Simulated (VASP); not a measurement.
# AlAs in VASP: relaxation of the atoms with PBE+D3(BJ)

Aim: the relaxation of the atoms of AlAs with PBE+D3(BJ).

Everything below comes from runs of VASP 6.6.1. Logs are shortened: lines on timing, memory, paths and dates and some standing lists are left out, and cuts for length are marked.

### 1 The cell of the first run

The cell holds a slab with vacuum, 16 atoms: a = 8.010 Å, b = 5.664 Å, c = 22.008 Å, α = 90.00°, β = 90.00°, γ = 90.00°.

### 2 Relaxation of the atoms, PBE+D3(BJ)

Contents of INCAR:

```
ALGO     = Normal         # electronic algorithm
DIPOL    = 0.5 0.5 0.500
EDIFF    = 1E-6           # SCF threshold, eV
EDIFFG   = -0.03          # ionic threshold
ENCUT    = 520            # plane-wave cutoff, eV
GGA      = PE             # functional
IBRION   = 2              # ionic algorithm
IDIPOL   = 3            
ISIF     = 2              # what is computed and relaxed
ISMEAR   = 0              # smearing method
IVDW     = 12             # dispersion correction
LASPH    = True           # aspherical terms in the spheres
LCHARG   = False          # write CHGCAR
LDIPOL   = True         
LREAL    = Auto         
LWAVE    = False          # write WAVECAR
NELM     = 60             # most SCF steps
NSW      = 90             # ionic steps
PREC     = Accurate       # precision mode
SIGMA    = 0.05           # smearing width, eV
```

Contents of KPOINTS:

```
k-points
0
Gamma
  2 3 1
```

Contents of POSCAR:

```
AlAs
1.0
    8.0103882425      0.0000000000      0.0000000000
    0.0000000000      5.6641998462      0.0000000000
    0.0000000000      0.0000000000     22.0077911819
Al As
8 8
Selective dynamics
Direct
    0.2500000000      0.5000000000      0.3635076294  F F F
    0.7500000000      0.5000000000      0.3635076294  F F F
    0.5000000000      0.0000000000      0.4545025431  F F F
    0.0000000000      0.0000000000      0.4545025431  F F F
    0.7500000000      0.5000000000      0.5454974569  T T T
    0.2500000000      0.5000000000      0.5454974569  T T T
    0.0000000000      0.0000000000      0.6364923706  T T T
    0.5000000000      0.0000000000      0.6364923706  T T T
    0.5000000000      0.2500000000      0.3635076294  F F F
    0.0000000000      0.2500000000      0.3635076294  F F F
    0.7500000000      0.7500000000      0.4545025431  F F F
    0.2500000000      0.7500000000      0.4545025431  F F F
    0.0000000000      0.2500000000      0.5454974569  T T T
    0.5000000000      0.2500000000      0.5454974569  T T T
    0.2500000000      0.7500000000      0.6364923706  T T T
    0.7500000000      0.7500000000      0.6364923706  T T T
```

Potentials or basis: VASP PAW PBE potentials, release 64 (Al, As).

Command:

```bash
$ cat potpaw_PBE.64/Al/POTCAR potpaw_PBE.64/As/POTCAR > POTCAR
$ mpirun -np 1 vasp_std > vasp.out
```

OUTCAR:

```text
EDIFF = 1E-6
   EDIFFG = -0.03
   ENCUT = 520
   GGA = PE
   IBRION = 2
   ISIF = 2
   ISMEAR = 0
   IVDW = 12
   LASPH = True
   LREAL = Auto
   NELM = 60
   NSW = 90
   PREC = Accurate
 IVDW          = 12

 ion  position               nearest neighbor table
   1  0.250  0.500  0.364-  12 2.45  10 2.45   9 2.45
   2  0.750  0.500  0.364-  11 2.45  10 2.45   9 2.45
   3  0.500  0.000  0.455-   9 2.45  11 2.45  12 2.45  14 2.45
   4  0.000  0.000  0.455-  10 2.45  11 2.45  12 2.45  13 2.45
   5  0.750  0.500  0.545-  16 2.45  14 2.45  13 2.45  11 2.45
   6  0.250  0.500  0.545-  15 2.45  14 2.45  13 2.45  12 2.45
   7  0.000  0.000  0.636-  13 2.45  15 2.45  16 2.45
   8  0.500  0.000  0.636-  14 2.45  15 2.45  16 2.45
   9  0.500  0.250  0.364-   3 2.45   2 2.45   1 2.45
  10  0.000  0.250  0.364-   4 2.45   2 2.45   1 2.45
  11  0.750  0.750  0.455-   2 2.45   3 2.45   4 2.45   5 2.45
  12  0.250  0.750  0.455-   1 2.45   3 2.45   4 2.45   6 2.45
  13  0.000  0.250  0.545-   7 2.45   6 2.45   5 2.45   4 2.45
  14  0.500  0.250  0.545-   8 2.45   6 2.45   5 2.45   3 2.45
  15  0.250  0.750  0.636-   6 2.45   7 2.45   8 2.45
  16  0.750  0.750  0.636-   5 2.45   7 2.45   8 2.45
[... 8 lines left out ...]
 A1 = (   0.0000000000,  -5.6641998462,   0.0000000000)
 A2 = (   8.0103882425,   0.0000000000,   0.0000000000)
 A3 = (   0.0000000000,   0.0000000000,  22.0077911819)

Analysis of symmetry for initial positions (statically):
=====================================================================
 Subroutine PRICEL returns following result:

  LATTYP: Found a simple orthorhombic cell.
 ALAT       =     4.0051941212
 B/A-ratio  =     1.4142135624
 C/A-ratio  =     5.4948126147
[... 12 lines left out ...]
 Subroutine GETGRP returns: Found  4 space group operations
 (whereof  2 operations were pure point group operations)
 out of a pool of  8 trial point group operations.

The static configuration has the point symmetry C_1h.
 The point group associated with its full space group is C_2v.

Analysis of symmetry for dynamics (positions and initial velocities):
=====================================================================
 Subroutine PRICEL returns following result:

  LATTYP: Found a simple orthorhombic cell.
 ALAT       =     4.0051941212
 B/A-ratio  =     1.4142135624
 C/A-ratio  =     5.4948126147
[... 12 lines left out ...]
 Subroutine GETGRP returns: Found  4 space group operations
 (whereof  2 operations were pure point group operations)
 out of a pool of  8 trial point group operations.

The dynamic configuration has the point symmetry C_1h.
 The point group associated with its full space group is C_2v.

Analysis of constrained symmetry for selective dynamics:
=====================================================================
 Subroutine PRICEL returns following result:

  LATTYP: Found a simple orthorhombic cell.
 ALAT       =     4.0051941212
 B/A-ratio  =     1.4142135624
 C/A-ratio  =     5.4948126147
[... 12 lines left out ...]
 Subroutine GETGRP returns: Found  2 space group operations
 (whereof  2 operations were pure point group operations)
 out of a pool of  8 trial point group operations.

The constrained configuration has the point symmetry C_1h.

 Subroutine INISYM returns: Found  2 space group operations
 (whereof  2 operations are pure point group operations),
 and found     2 'primitive' translations

----------------------------------------------------------------------------------------

                                     Primitive cell

  volume of cell :     499.2736

  direct lattice vectors                    reciprocal lattice vectors
     4.005194121  0.000000000  0.000000000     0.249675788  0.000000000  0.000000000
     0.000000000  5.664199846  0.000000000     0.000000000  0.176547443  0.000000000
     0.000000000  0.000000000 22.007791182     0.000000000  0.000000000  0.045438454

  length of vectors
     4.005194121  5.664199846 22.007791182     0.249675788  0.176547443  0.045438454

  position of ions in fractional coordinates (direct lattice)
     0.500000000  0.500000000  0.363507629
     0.000000000  0.000000000  0.454502543
     0.500000000  0.500000000  0.545497457
     0.000000000  0.000000000  0.636492371
     0.000000000  0.250000000  0.363507629
     0.500000000  0.750000000  0.454502543
     0.000000000  0.250000000  0.545497457
     0.500000000  0.750000000  0.636492371

  ion indices of the primitive-cell ions
   primitive index   ion index
                 1           1
                 2           3
                 3           6
                 4           7
                 5           9
                 6          12
                 7          13
                 8          15

----------------------------------------------------------------------------------------

 KPOINTS: k-points

Automatic generation of k-mesh.
 Grid dimensions read from file:
 generate k-points for:    2    3    1

 Generating k-lattice:

  Cartesian coordinates                     Fractional coordinates (reciprocal lattice)
     0.062418947  0.000000000  0.000000000     0.500000000  0.000000000  0.000000000
     0.000000000  0.058849148  0.000000000     0.000000000  0.333333333  0.000000000
     0.000000000  0.000000000  0.045438454     0.000000000  0.000000000  1.000000000

  Length of vectors
     0.062418947  0.058849148  0.045438454

  Shift w.r.t. Gamma in fractional coordinates (k-lattice)
     0.000000000  0.000000000  0.000000000

 Subroutine IBZKPT returns following result:
 ===========================================

 Found      4 irreducible k-points:

 Following reciprocal coordinates:
            Coordinates               Weight
  0.000000  0.000000  0.000000      1.000000
  0.500000  0.000000  0.000000      1.000000
  0.000000  0.333333  0.000000      2.000000
  0.500000  0.333333  0.000000      2.000000
   k-points           NKPTS =      4   k-points in BZ     NKDIM =      4   number of bands    NBANDS=     41
   number of dos      NEDOS =    301   number of ions     NIONS =     16
   total plane-waves  NPLWV = 423360
   dimension x,y,z NGX =    60 NGY =   42 NGZ =  168
   dimension x,y,z NGXF=   120 NGYF=   84 NGZF=  336
   ions per type =               8   8
   NGX,Y,Z   is equivalent  to a cutoff of  12.45, 12.33, 12.69 a.u.
   NGXF,Y,Z  is equivalent  to a cutoff of  24.90, 24.65, 25.38 a.u.
 SYSTEM =  unknown system
   PREC   = accura    normal or accurate (medium, high low for compatibility)
   ISTART =      0    job   : 0-new  1-cont  2-samecut
   ICHARG =      2    charge: 1-file 2-atom 10-const
   ISPIN  =      1    spin polarized calculation?
   LNONCOLLINEAR =      F non collinear calculations
   LSORBIT =      F    spin-orbit coupling
   LASPH  =      T    aspherical Exc in radial PAW
   ENCUT  =  520.0 eV  38.22 Ry    6.18 a.u.  14.89 10.53 40.92*2*pi/ulx,y,z
   NELM   =     60;   NELMIN=  2; NELMDL= -5     # of ELM steps
   EDIFF  = 0.1E-05   stopping-criterion for ELM
   LREAL  =      T    real-space projection
   EDIFFG = -.3E-01   stopping-criterion for IOM
   NSW    =     90    number of steps for IOM
   IBRION =      2    ionic relax: 0-MD 1-quasi-New 2-CG
   NFREE  =      1    steps in history (QN), initial steepest desc. (CG)
   ISIF   =      2    stress and relaxation
   ISYM   =      2    0-nonsym 1-usesym 2-fastsym
   POTIM  = 0.5000    time-step for ionic-motion
   TEBEG  =    0.0;   TEEND  =   0.0 temperature during run
   PSTRESS=    0.0 pullay stress
   NELECT =      64.0000    total number of electrons
   NUPDOWN=      -1.0000    fix difference up-down
   EMIN   =  10.00;   EMAX   =-10.00  energy-range for DOS
   EFERMI =   0.00;   METHOD = LEGACY
   ISMEAR =     0;   SIGMA  =   0.05  broadening in eV -4-tet -1-fermi 0-gaus
   EFERMI_NEDOS =   21; number of points for ismear=-14 and -15
   IALGO  =     38    algorithm
   IMIX   =      4    mixing-type and parameters
     AMIX     =   0.40;   BMIX     =  1.00
     AMIX_MAG =   1.60;   BMIX_MAG =  1.00
  volume/ion in A,a.u.               =      62.41       421.16
  Fermi-wavevector in a.u.,A,eV,Ry     =   0.655157  1.238067  5.840036  0.429231
  Thomas-Fermi vector in A             =   1.725943
   LORBIT       =      0    0 simple, 1 ext, 2 COOP (PROOUT), +10 PAW based schemes
   GGA     = PE    functional components
   LHFCALC =     F    Hartree Fock is set to
   AEXX    =    0.0000 exact exchange contribution
   IVDW    =    12    specifies the selected vdW correction
   LEPSILON=     F    determine dielectric tensor
   LRPA    =     F    only Hartree local field effects (RPA)
 conjugate gradient relaxation of ions
 non-spin polarized calculation
 Gauss-broadening in eV      SIGMA  =   0.05
  energy-cutoff  :      520.00
  volume of cell :      998.55
 maximum number of plane-waves:     26929
 NGX is ok and might be reduce to    60
   NGX = 29   NGY = 21   NGZ = 81

 dipolmoment           0.000000      0.000000     -0.000001 electrons x Angstroem

--------------------------------------- Ionic step        1  -------------------------------------------

 number of electron      64.0000007 magnetization

 Free energy of the ion-electron system (eV)
  ---------------------------------------------------
  ext. energy  EPLUGINS =         0.00000000
  ---------------------------------------------------
  free energy    TOTEN  =       -68.19885650 eV

  energy without entropy =      -68.19885650  energy(sigma->0) =      -68.19885650

------------------------ aborting loop because EDIFF is reached ----------------------------------------

 Edisp (eV)   -3.60763

 E8    (eV) :    -1.6362
[... 147 lines left out ...]
  FREE ENERGIE OF THE ION-ELECTRON SYSTEM (eV)
  ---------------------------------------------------
  free  energy   TOTEN  =       -72.5312841955 eV

  energy  without entropy=      -72.5312841955  energy(sigma->0) =      -72.53128420

 vacuum level on the upper side and lower side of the slab       (xc-potential included)        -0.002        -0.293

[... ionic steps 4 to 22 ...]

--------------------------------------- Ionic step       23  -------------------------------------------

 number of electron      64.0000005 magnetization

------------------------ aborting loop because EDIFF is reached ----------------------------------------
[... 103 lines left out ...]
--------------------------------------- Ionic step       25  -------------------------------------------

 number of electron      64.0000005 magnetization

 dipolmoment           0.000000      0.000000      0.073558 electrons x Angstroem

 Free energy of the ion-electron system (eV)
  ---------------------------------------------------
  ext. energy  EPLUGINS =         0.00000000
  ---------------------------------------------------
  free energy    TOTEN  =       -69.44072586 eV

  energy without entropy =      -69.44072586  energy(sigma->0) =      -69.44072586

 E-fermi :  -1.4996     XC(G=0):  -3.9981

 val. band max:       -1.7480596081   @ k =   0.5000   0.3333   0.0000
 cond. band min:      -0.7279204355   @ k =   0.0000   0.0000   0.0000
 fundamental gap:      1.0201391726
 Fermi energy:        -1.4996383194

 k-point     1 :       0.0000    0.0000    0.0000
  band No.  band energies     occupation
      1     -13.3278      2.00000
      2     -12.4549      2.00000
      3     -12.1371      2.00000
      4     -12.0609      2.00000
      5     -11.6919      2.00000
      6     -11.4497      2.00000
[... 165 lines left out ...]
     40       1.9061      0.00000
     41       2.1495      0.00000

------------------------ aborting loop because EDIFF is reached ----------------------------------------

 vacuum level on the upper side and lower side of the slab       (xc-potential included)         0.012        -0.274

 Edisp (eV)   -3.61060

 E8    (eV) :    -1.6369

  FORCE on cell =-STRESS in cart. coord.  units (eV):
  Direction    XX          YY          ZZ          XY          YZ          ZX
  --------------------------------------------------------------------------------------
  -------------------------------------------------------------------------------------
  Total      -2.02510    -3.88082    -0.01367     0.00000     2.91828     0.00000
  in kB      -3.24930    -6.22681    -0.02193     0.00000     4.68241     0.00000
  external pressure =       -3.17 kB  Pullay stress =        0.00 kB
[... 31 lines left out ...]
  FREE ENERGIE OF THE ION-ELECTRON SYSTEM (eV)
  ---------------------------------------------------
  free  energy   TOTEN  =       -73.0513220045 eV

  energy  without entropy=      -73.0513220045  energy(sigma->0) =      -73.05132200

 reached required accuracy - stopping structural energy minimisation

 vacuum level on the upper side and lower side of the slab         3.280         2.986
```

It took 1.6 h on 1 thread of Oxide Virtual Turin-like, shared host; peak memory 0.92 GiB.

Results:

```
Free energy                : -73.0513 eV
Energy gained by relaxing  : 77.8 meV/atom
Ionic steps                : 25
Band gap on the k mesh     : 1.02 eV
Dispersion energy per atom : -0.226 eV
```

The path:
| step | energy change (eV) | largest force on free atoms (eV/Å) | pressure (GPa) |
| --- | --- | --- | --- |
| 1 | 0.0000 | 1.5668 | -0.35 |
| 2 | -0.3593 | 1.2052 | -0.30 |
| 3 | -0.7248 | 1.0160 | -0.22 |
| 4 | -0.7369 | 1.1020 | -0.22 |
| 5 | -1.0413 | 0.6673 | -0.35 |
| 6 | -1.1834 | 0.2795 | -0.50 |
| 7 | -1.1836 | 0.2695 | -0.51 |
| 8 | -1.2041 | 0.1525 | -0.48 |
| 9 | -1.2086 | 0.1611 | -0.47 |
| 10 | -1.2156 | 0.1897 | -0.45 |
| 11 | -1.2157 | 0.1635 | -0.45 |
| 12 | -1.2230 | 0.1164 | -0.42 |
| 13 | -1.2341 | 0.1898 | -0.33 |
| 14 | -1.2405 | 0.0863 | -0.30 |
| 15 | -1.2417 | 0.0533 | -0.29 |
| 16 | -1.2417 | 0.0549 | -0.29 |
| 17 | -1.2426 | 0.0450 | -0.29 |
| 18 | -1.2427 | 0.0598 | -0.29 |
| 19 | -1.2433 | 0.0367 | -0.30 |
| 20 | -1.2436 | 0.0495 | -0.31 |
| 21 | -1.2442 | 0.0390 | -0.31 |
| 22 | -1.2444 | 0.0347 | -0.31 |
| 23 | -1.2442 | 0.0570 | -0.31 |
| 24 | -1.2445 | 0.0362 | -0.31 |
| 25 | -1.2448 | 0.0143 | -0.32 |

Final structure:
```yaml
crystal:
  lattice:
    - [8.01039, 0.00000, 0.00000]
    - [0.00000, 5.66420, 0.00000]
    - [0.00000, 0.00000, 22.00779]
  atoms:
    - { symbol: Al, position: [0.25000, 0.50000, 0.36351] }
    - { symbol: Al, position: [0.75000, 0.50000, 0.36351] }
    - { symbol: Al, position: [0.50000, 0.00000, 0.45450] }
    - { symbol: Al, position: [0.00000, 0.00000, 0.45450] }
    - { symbol: Al, position: [0.75000, 0.50389, 0.55008] }
    - { symbol: Al, position: [0.25000, 0.50389, 0.55008] }
    - { symbol: Al, position: [0.00000, 0.92734, 0.61557] }
    - { symbol: Al, position: [0.50000, 0.92734, 0.61557] }
    - { symbol: As, position: [0.50000, 0.25000, 0.36351] }
    - { symbol: As, position: [0.00000, 0.25000, 0.36351] }
    - { symbol: As, position: [0.75000, 0.75000, 0.45450] }
    - { symbol: As, position: [0.25000, 0.75000, 0.45450] }
    - { symbol: As, position: [0.00000, 0.25488, 0.54571] }
    - { symbol: As, position: [0.50000, 0.25488, 0.54571] }
    - { symbol: As, position: [0.25000, 0.71899, 0.64730] }
    - { symbol: As, position: [0.75000, 0.71899, 0.64730] }
```
